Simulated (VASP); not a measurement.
Wanted: the native input for a VASP 6.6.1 run.

| Item | Value |
| --- | --- |
| Task | single point |
| Functional | PBE |
| Potentials or basis | VASP PAW PBE potentials, release 64 (K_sv, Br) |
| Cutoff | 500 eV |
| k mesh | 12 × 12 × 8 |
| Occupations | gaussian, width 0.1 eV |
| Spin | no spin polarisation |
| Dipole correction | no |
| Further INCAR settings | ALGO = Normal; EDIFF = 1e-06; NBANDS = 25 |

The structure of K3Br lies in POSCAR:

```
K3Br
1.0
    6.6462688416      0.0000000000      0.0000000000
   -3.3231344208      5.7558376572      0.0000000000
    0.0000000000      0.0000000000      6.3326286536
K Br
3 1
Direct
    0.0000000000      0.0000000000      0.5000000000
    0.3333333333      0.6666666667      0.0000000000
    0.6666666667      0.3333333333      0.0000000000
    0.0000000000      0.0000000000      0.0000000000
```

These files were run (other wordings do the same):

INCAR

```
SYSTEM = K3Br
ALGO     = Normal         ! electronic algorithm
EDIFF    = 1E-6           ! SCF threshold, eV
ENCUT    = 500            ! plane-wave cutoff, eV
GGA      = PE             ! functional
GGA_COMPAT= .FALSE.      
ISIF     = 2              ! what is computed and relaxed
ISMEAR   = 0              ! smearing method
LASPH    = .TRUE.         ! aspherical terms in the spheres
LCHARG   = .FALSE.        ! write CHGCAR
LREAL    = .FALSE.        ! projectors in reciprocal space
LWAVE    = .FALSE.        ! write WAVECAR
NBANDS   = 25             ! bands
NELM     = 120            ! most SCF steps
PREC     = Accurate       ! precision mode
SIGMA    = 0.1            ! smearing width, eV
```

KPOINTS

```
k-points
0
G
  12 12 8
  0 0 0
```

Potentials or basis: VASP PAW PBE potentials, release 64 (K_sv, Br).

Launch:

```console
$ cat potpaw_PBE.64/K_sv/POTCAR potpaw_PBE.64/Br/POTCAR > POTCAR
$ mpirun -np 1 vasp_std > vasp.out
```

Results of the run:

```
Pressure               : 0.0 GPa
Band gap on the k mesh : zero (band 17 reaches 1.01 eV, above the bottom of band 18 at 0.11 eV)
```

Run time: 6.7 min on 1 thread of Intel(R) Xeon(R) Platinum 8259CL CPU @ 2.50GHz (Skylake/Cascade Lake), on a shared host, peak memory 0.64 GiB.
